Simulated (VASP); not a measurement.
A run of VASP 6.6.1 is set up as follows.

INCAR

```
SYSTEM = MgSe
ALGO = Normal ; EDIFF = 1E-8
ENCUT = 660 ; GGA_COMPAT = .FALSE.
IBRION = 6 ; ISIF = 3
ISMEAR = 0 ; LASPH = .TRUE.
LCHARG = .FALSE. ; LMIXTAU = .TRUE.
LREAL = .FALSE. ; LWAVE = .FALSE.
METAGGA = R2SCAN ; NELM = 120
NFREE = 2 ; NSW = 1
POTIM = 0.015 ; PREC = Accurate
SIGMA = 0.01
```

KPOINTS

```
k-points
0
G
  8 8 8
  0 0 0
```

POSCAR

```
MgSe
1.0
    0.0000000000      2.7228452135      2.7228452135
    2.7228452135      0.0000000000      2.7228452135
    2.7228452135      2.7228452135      0.0000000000
Mg Se
1 1
Direct
    0.0000000000      0.0000000000      0.0000000000
    0.5000000000      0.5000000000      0.5000000000
```

Potentials or basis: VASP PAW PBE potentials, release 64 (Mg, Se).

Run with:

```console
$ cat potpaw_PBE.64/Mg/POTCAR potpaw_PBE.64/Se/POTCAR > POTCAR
$ mpirun -np 1 vasp_std > vasp.out
```

(1) Estimate the elastic constants C11, C12, C44.

(2) What does it give for the Voigt bulk modulus?

(3) What does it give for the highest phonon frequency at Γ, LO-TO splitting left out?

## Answers

(1) 132, 38, 50 GPa.

(2) 69 GPa.

(3) 191 cm⁻¹.

Caveat: the PAW data sets were made with another functional, which shifts forces and pressure a little.
